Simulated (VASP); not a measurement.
# GaAs: relaxation of cell and atoms with LDA

Crystal: GaAs.

```xyz
2
Lattice="0.0000 2.8268 2.8268 2.8268 0.0000 2.8268 2.8268 2.8268 0.0000" Properties=species:S:1:pos:R:3 pbc="T T T"
As    4.2403    4.2403    4.2403
Ga    0.0000    0.0000    0.0000
```

```yaml
Program: VASP 6.6.1
Task: relaxation of cell and atoms
Functional: LDA
Potentials_or_basis: VASP PAW LDA potentials, release 64 (As, Ga_d)
Cutoff: 600 eV
k_mesh: 8 × 8 × 8
Occupations: fermi-dirac, width 0.05 eV
Spin: no spin polarisation
Dipole_correction: no
Further_INCAR_settings: ALGO = Normal; EDIFF = 1e-06; IBRION = 2; EDIFFG = -0.02; NSW = 80; ISIF = 3
```

```yaml
Relaxed_volume: 22.07 Å³/atom
Relaxed_cell: a = 3.967 Å, b = 3.967 Å, c = 3.967 Å, α = 60.00°, β = 60.00°, γ = 60.00°
Space_group_after_relaxing_to_0.05_Å: F-43m (No. 216)
Energy_gained_by_relaxing: 2.7 meV/atom
Ionic_steps: 3
Pressure_after_relaxing: 0.0 GPa
Band_gap_on_the_k_mesh: 0.51 eV, direct
```

The path:
| step | energy change (eV) | largest force (eV/Å) | pressure (GPa) | volume (Å³) |
| --- | --- | --- | --- | --- |
| 1 | 0.0000 | 0.0000 | -1.65 | 45.18 |
| 2 | -0.0042 | 0.0000 | 0.77 | 43.68 |
| 3 | -0.0054 | 0.0000 | 0.01 | 44.14 |

Final structure:
```cif
data_structure
_symmetry_space_group_name_H-M 'P 1'
_symmetry_Int_Tables_number 1
_cell_length_a 3.9670
_cell_length_b 3.9670
_cell_length_c 3.9670
_cell_angle_alpha 60.000
_cell_angle_beta 60.000
_cell_angle_gamma 60.000
_cell_volume 44.14
loop_
_atom_site_label
_atom_site_type_symbol
_atom_site_fract_x
_atom_site_fract_y
_atom_site_fract_z
_atom_site_occupancy
As1 As 0.75000 0.75000 0.75000 1
Ga1 Ga 0.00000 0.00000 0.00000 1
```

Levels at points of the mesh, in eV from the valence-band top:
```
           k point  band 7  band 8  band 9  band 10  band 11  band 12
(0.00, 0.00, 0.00)    0.00    0.00    0.00     0.51     3.68     3.68
(0.50, 0.00, 0.00)   -6.82   -1.18   -1.18     0.93     4.59     4.59
(0.50, 0.50, 0.00)   -6.98   -2.77   -2.77     1.30     1.54    10.23
```

Wall time 14 s on 1 thread of Intel(R) Xeon(R) 6975P-C (Granite Rapids), on a shared host, peak memory 0.17 GiB.

A k mesh can miss the band edges. Expect the measured gap to be larger: semilocal functionals such as LDA lack the derivative discontinuity.
